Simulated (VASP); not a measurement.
# GaAs (rocksalt type) (Fm-3m) in VASP: density of states with PBE

Aim: the density of states of GaAs (rocksalt type) with PBE.

All numbers are computed with VASP 6.6.1; they aren't measurements. Logs are shortened: lines on timing, memory, paths and dates and some standing lists are left out, and cuts for length are marked.

## Step 1: The cell of the first run

The structure is cubic, space group Fm-3m (No. 225). Conventional cell: a = 4.418 Å, b = 4.418 Å, c = 4.418 Å, α = 90.00°, β = 90.00°, γ = 90.00°. Ga (site symmetry m-3m) has 6 As at 2.21 Å within 2.9 Å. As (site symmetry m-3m) has 6 Ga at 2.21 Å within 2.9 Å.

## Step 2: Density of states, PBE (volume scaled by 0.55)

POSCAR reads:

```
GaAs
1.0
    0.0000000000      2.2090502476      2.2090502476
    2.2090502476      0.0000000000      2.2090502476
    2.2090502476      2.2090502476      0.0000000000
Ga As
1 1
Direct
    0.0000000000      0.0000000000      0.0000000000
    0.5000000000      0.5000000000      0.5000000000
```

INCAR.step1 reads:

```
SYSTEM = GaAs
PREC = Accurate
ENCUT = 520
EDIFF = 1E-6
ISMEAR = -1
SIGMA = 0.08
LREAL = .False.
LASPH = .True.
NELM = 80
ALGO = Normal
ISIF = 2
LWAVE = .False.
LCHARG = .True.
GGA = PE
NBANDS = 16
```

KPOINTS.step1 reads:

```
regular mesh
0
Gamma
  15 15 15
  0 0 0
```

INCAR.step2 reads:

```
SYSTEM = GaAs
PREC = Accurate
ENCUT = 520
EDIFF = 1E-6
ISMEAR = -5
SIGMA = 0.08
LREAL = .False.
LASPH = .True.
NELM = 80
ALGO = Normal
ISIF = 2
LWAVE = .False.
LCHARG = .False.
GGA = PE
LORBIT = 11
NEDOS = 1001
ICHARG = 11
```

KPOINTS.step2 reads:

```
regular mesh
0
Gamma
  23 23 23
  0 0 0
```

Potentials or basis: VASP PAW PBE potentials, release 64 (Ga_d, As).

Run with:

```sh
cat potpaw_PBE.64/Ga_d/POTCAR potpaw_PBE.64/As/POTCAR > POTCAR
cp INCAR.step1 INCAR
cp KPOINTS.step1 KPOINTS
mpirun -np 1 vasp_std > vasp.out
cp INCAR.step2 INCAR
cp KPOINTS.step2 KPOINTS
mpirun -np 1 vasp_std > vasp.out
```

OUTCAR:

```text
SYSTEM = GaAs
   PREC = Accurate
   ENCUT = 520
   EDIFF = 1E-6
   ISMEAR = -5
   LREAL = .False.
   LASPH = .True.
   NELM = 80
   ISIF = 2
   GGA = PE
   LORBIT = 11
   ICHARG = 11

 ion  position               nearest neighbor table
   1  0.000  0.000  0.000-   2 2.21   2 2.21   2 2.21   2 2.21   2 2.21   2 2.21
   2  0.500  0.500  0.500-   1 2.21   1 2.21   1 2.21   1 2.21   1 2.21   1 2.21

  LATTYP: Found a face centered cubic cell.
 ALAT       =     4.4181004952

  Lattice vectors:

 A1 = (   0.0000000000,   2.2090502476,   2.2090502476)
 A2 = (   2.2090502476,   0.0000000000,   2.2090502476)
 A3 = (   2.2090502476,   2.2090502476,   0.0000000000)

Analysis of symmetry for initial positions (statically):
=====================================================================
 Subroutine PRICEL returns:
 Original cell was already a primitive cell.

 Routine SETGRP: Setting up the symmetry group for a
 face centered cubic supercell.

 Subroutine GETGRP returns: Found 48 space group operations
 (whereof 48 operations were pure point group operations)
 out of a pool of 48 trial point group operations.

The static configuration has the point symmetry O_h .

Analysis of symmetry for dynamics (positions and initial velocities):
=====================================================================
 Subroutine PRICEL returns:
 Original cell was already a primitive cell.

 Routine SETGRP: Setting up the symmetry group for a
 face centered cubic supercell.

 Subroutine GETGRP returns: Found 48 space group operations
 (whereof 48 operations were pure point group operations)
 out of a pool of 48 trial point group operations.

The dynamic configuration has the point symmetry O_h .

 Subroutine INISYM returns: Found 48 space group operations
 (whereof 48 operations are pure point group operations),
 and found     1 'primitive' translations

----------------------------------------------------------------------------------------

                                     Primitive cell

  volume of cell :      21.5599

  direct lattice vectors                    reciprocal lattice vectors
     0.000000000  2.209050248  2.209050248    -0.226341615  0.226341615  0.226341615
     2.209050248  0.000000000  2.209050248     0.226341615 -0.226341615  0.226341615
     2.209050248  2.209050248  0.000000000     0.226341615  0.226341615 -0.226341615

  length of vectors
     3.124068820  3.124068820  3.124068820     0.392035177  0.392035177  0.392035177

  position of ions in fractional coordinates (direct lattice)
     0.000000000  0.000000000  0.000000000
     0.500000000  0.500000000  0.500000000

[... 98 lines left out ...]
     AMIX_MAG =   1.60;   BMIX_MAG =  1.00
  volume/ion in A,a.u.               =      10.78        72.75
  Fermi-wavevector in a.u.,A,eV,Ry     =   1.541523  2.913057 32.331441  2.376294
  Thomas-Fermi vector in A             =   2.647457
   LORBIT       =     11    0 simple, 1 ext, 2 COOP (PROOUT), +10 PAW based schemes
   GGA     = PE    functional components
   LHFCALC =     F    Hartree Fock is set to
   AEXX    =    0.0000 exact exchange contribution
   IVDW    =     0    specifies the selected vdW correction
   LEPSILON=     F    determine dielectric tensor
   LRPA    =     F    only Hartree local field effects (RPA)
 non-spin polarized calculation
 Fermi weights with tetrahedron method with Bloechl corrections
  energy-cutoff  :      520.00
  volume of cell :       21.56
 maximum number of plane-waves:       592

 number of electron      18.0000007 magnetization

 Free energy of the ion-electron system (eV)
  ---------------------------------------------------
  ext. energy  EPLUGINS =         0.00000000
  ---------------------------------------------------
  free energy    TOTEN  =        -2.22189872 eV

  energy without entropy =       -2.22189872  energy(sigma->0) =       -2.22189872

 E-fermi :  13.6672     XC(G=0): -13.6746

 val. band max:       13.8650771421   @ k =   0.4348   0.0000   0.0000
 cond. band min:      13.5028875974   @ k =   0.3043   0.0000   0.0000
 fundamental gap:     -0.3621895448
 Fermi energy:        13.6672278032

 k-point     1 :       0.0000    0.0000    0.0000
  band No.  band energies     occupation
      1      -6.0933      2.00000
      2      -3.0368      2.00000
      3      -3.0368      2.00000
      4      -3.0088      2.00000
      5      -3.0088      2.00000
      6      -3.0088      2.00000
      7      13.5312      2.00000
      8      13.5312      2.00000
      9      13.5312      2.00000
     10      20.9624      0.00000
     11      20.9624      0.00000
     12      20.9624      0.00000
     13      21.2358      0.00000
[... 354 lines left out ...]
  band No.  band energies     occupation
      1      -3.2991      2.00000
      2      -3.2869      2.00000
      3      -3.2747      2.00000
      4      -2.8369      2.00000
      5      -2.8224      2.00000
      6      -1.1840      2.00000
      7       1.4353      2.00000
      8      13.3143      2.02343
      9      13.7037      1.18066
     10      16.2429      0.00000
     11      16.5372      0.00000
     12      17.9009      0.00000
     13      21.3936      0.00000

 [... further k-points ...]

------------------------ aborting loop because EDIFF is reached ----------------------------------------

  FORCE on cell =-STRESS in cart. coord.  units (eV):
  Direction    XX          YY          ZZ          XY          YZ          ZX
  --------------------------------------------------------------------------------------
  -------------------------------------------------------------------------------------
  Total       22.8675429     22.8675429     22.8675429     -0.0000000      0.0000000     -0.0000000
  in kB     1699.3518368   1699.3518368   1699.3518368     -0.0000000      0.0000000     -0.0000000
  external PRESSURE =    1699.3518368 kB  Pullay stress =       0.0000000 kB

 VOLUME and BASIS-vectors are now :
 -----------------------------------------------------------------------------
  energy-cutoff  :      520.00
  volume of cell :       21.56
      direct lattice vectors                 reciprocal lattice vectors
     0.000000000  2.209050248  2.209050248    -0.226341615  0.226341615  0.226341615
     2.209050248  0.000000000  2.209050248     0.226341615 -0.226341615  0.226341615
     2.209050248  2.209050248  0.000000000     0.226341615  0.226341615 -0.226341615

 POSITION                                       TOTAL-FORCE (eV/Angst)
 -----------------------------------------------------------------------------------
      0.00000      0.00000      0.00000         0.000000     -0.000000      0.000000
      2.20905      2.20905      2.20905        -0.000000      0.000000     -0.000000
 -----------------------------------------------------------------------------------
    total drift:                                0.000000     -0.000000     -0.000000

  FREE ENERGIE OF THE ION-ELECTRON SYSTEM (eV)
  ---------------------------------------------------
  free  energy   TOTEN  =        -2.2218987209 eV

  energy  without entropy=       -2.2218987209  energy(sigma->0) =       -2.22189872

 total charge

# of ion       s       p       d       tot
------------------------------------------
    1        1.020   1.335  10.248  12.603
    2        1.267   1.956   0.160   3.383
--------------------------------------------------
tot          2.288   3.291  10.407  15.986
```

OUTCAR.step1:

```text
SYSTEM = GaAs
   PREC = Accurate
   ENCUT = 520
   EDIFF = 1E-6
   ISMEAR = -1
   LREAL = .False.
[... 677 lines left out ...]
      0.00000      0.00000      0.00000         0.000000      0.000000      0.000000
      2.20905      2.20905      2.20905        -0.000000     -0.000000     -0.000000
 -----------------------------------------------------------------------------------
    total drift:                                0.000000     -0.000000     -0.000000

  FREE ENERGIE OF THE ION-ELECTRON SYSTEM (eV)
  ---------------------------------------------------
  free  energy   TOTEN  =        -2.2284588908 eV

  energy  without entropy=       -2.2157654834  energy(sigma->0) =       -2.22211219
```

OSZICAR.step1:

```text
N       E                     dE             d eps       ncg     rms          rms(c)
DAV:   1     0.783055201324E+02    0.78306E+02   -0.88665E+03  4400   0.202E+03
DAV:   2     0.148539459288E+01   -0.76820E+02   -0.73351E+02  4352   0.315E+02
DAV:   3    -0.242266629486E+01   -0.39081E+01   -0.38850E+01  4848   0.557E+01
DAV:   4    -0.245242811680E+01   -0.29762E-01   -0.29759E-01  4648   0.488E+00
DAV:   5    -0.245271339117E+01   -0.28527E-03   -0.28527E-03  4784   0.454E-01    0.591E+00
DAV:   6    -0.228090517662E+01    0.17181E+00   -0.19168E-01  5848   0.152E+01    0.360E+00
DAV:   7    -0.223186418884E+01    0.49041E-01   -0.74141E-02  5840   0.414E+00    0.104E+00
DAV:   8    -0.222865914545E+01    0.32050E-02   -0.81441E-03  4920   0.179E+00    0.142E-01
DAV:   9    -0.222852281573E+01    0.13633E-03   -0.81137E-04  4816   0.439E-01    0.124E-01
DAV:  10    -0.222847239932E+01    0.50416E-04   -0.38385E-05  5472   0.565E-02    0.586E-02
DAV:  11    -0.222845914262E+01    0.13257E-04   -0.35249E-06  4832   0.179E-02    0.396E-03
DAV:  12    -0.222845889076E+01    0.25186E-06   -0.83803E-08  2576   0.301E-03
   1 F= -.22284589E+01 E0= -.22221122E+01  d E =-.126934E-01
```

Wall time 45 s (1 thread of Intel Xeon Platinum 8488C (Sapphire Rapids), shared host); peak memory 0.23 GiB.

What came out:

| Quantity | Value |
| --- | --- |
| Valence electrons inside the program's atomic spheres | Ga 12.60; As 3.38 |

Caveat: tetrahedron occupations give inexact forces and stress in metals.
